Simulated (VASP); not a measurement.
Crystal: ZnCd2S.

```
CELL_PARAMETERS angstrom
2.87149 0.00000 0.00000
-1.43574 2.48678 0.00000
0.00000 0.00000 11.74106
ATOMIC_POSITIONS crystal
Zn 0.00000 0.00000 0.50000
Cd 0.00000 0.00000 0.24205
Cd 0.00000 0.00000 0.75795
S 0.00000 0.00000 0.00000
```

The cell was built from a structure type or drawn by symmetry, and may not be a known phase.

| Quantity | Value |
| --- | --- |
| Program | VASP 6.6.1 |
| Task | relaxation of cell and atoms |
| Functional | PBE |
| Potentials or basis | VASP PAW PBE potentials, release 64 (Zn, Cd, S) |
| Cutoff | 600 eV |
| k mesh | 18 × 18 × 4 |
| Occupations | gaussian, width 0.1 eV |
| Spin | no spin polarisation |

At the start: pressure 0.9 GPa; volume 20.96 Å³/atom.

**Question.** How do energy, volume and symmetry change on relaxing?

**Answer.** Over 10 steps the energy falls by 5.9 meV/atom and the volume is 21.21 Å³/atom (+1.2 %); space group P6/mmm (No. 191, to 0.1 Å) before and after.

Step by step:
| step | energy change (eV) | largest force (eV/Å) | pressure (GPa) | volume (Å³) |
| --- | --- | --- | --- | --- |
| 1 | 0.0000 | 0.0594 | 0.90 | 83.84 |
| 2 | -0.0135 | 0.0547 | -0.07 | 85.26 |
| 3 | -0.0158 | 0.0508 | -0.62 | 86.17 |
| 4 | -0.0217 | 0.0053 | -0.34 | 85.55 |
| 5 | -0.0230 | 0.0289 | -0.12 | 85.13 |
| 6 | -0.0230 | 0.0268 | -0.13 | 85.15 |
| 7 | -0.0231 | 0.0231 | 0.00 | 84.92 |
| 8 | -0.0232 | 0.0224 | 0.02 | 84.87 |
| 9 | -0.0232 | 0.0181 | 0.01 | 84.87 |
| 10 | -0.0234 | 0.0055 | -0.01 | 84.85 |

Final structure:
```xyz
4
Lattice="2.9271 0.0000 0.0000 -1.4635 2.5349 0.0000 0.0000 0.0000 11.4352" Properties=species:S:1:pos:R:3 pbc="T T T"
Zn    0.0000    0.0000    5.7176
Cd    0.0000    0.0000    2.7668
Cd    0.0000    0.0000    8.6684
S     0.0000    0.0000    0.0000
```
